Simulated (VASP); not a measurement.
The system is Ag.

```
CELL_PARAMETERS angstrom
-1.65565 1.65565 1.65565
1.65565 -1.65565 1.65565
1.65565 1.65565 -1.65565
ATOMIC_POSITIONS crystal
Ag 0.00000 0.00000 0.00000
```

| Quantity | Value |
| --- | --- |
| Program | VASP 6.6.1 |
| Task | relaxation of cell and atoms |
| Functional | RPBE |
| Potentials or basis | VASP PAW PBE potentials, release 64 (Ag) |
| Cutoff | 600 eV |
| k mesh | 11 × 11 × 11 |
| Occupations | fermi-dirac, width 0.05 eV |
| Spin | no spin polarisation |

At the start: pressure 2.9 GPa; volume 18.15 Å³/atom.

How do energy, volume and symmetry change on relaxing?

Over 3 steps the energy falls by 5.5 meV/atom and the volume is 18.80 Å³/atom (+3.6 %); space group Im-3m (No. 229, to 0.05 Å).

Step by step:
```
step  energy change (eV)  largest force (eV/Å)  pressure (GPa)  volume (Å³)
   1              0.0000                0.0000            2.89        18.15
   2             -0.0049                0.0000           -0.75        19.03
   3             -0.0055                0.0000           -0.08        18.80
```

Final structure:
```
CELL_PARAMETERS angstrom
-1.67514 1.67514 1.67514
1.67514 -1.67514 1.67514
1.67514 1.67514 -1.67514
ATOMIC_POSITIONS crystal
Ag 0.00000 0.00000 0.00000
```

Caveat: the PAW data sets were made with another functional, which shifts forces and pressure a little.
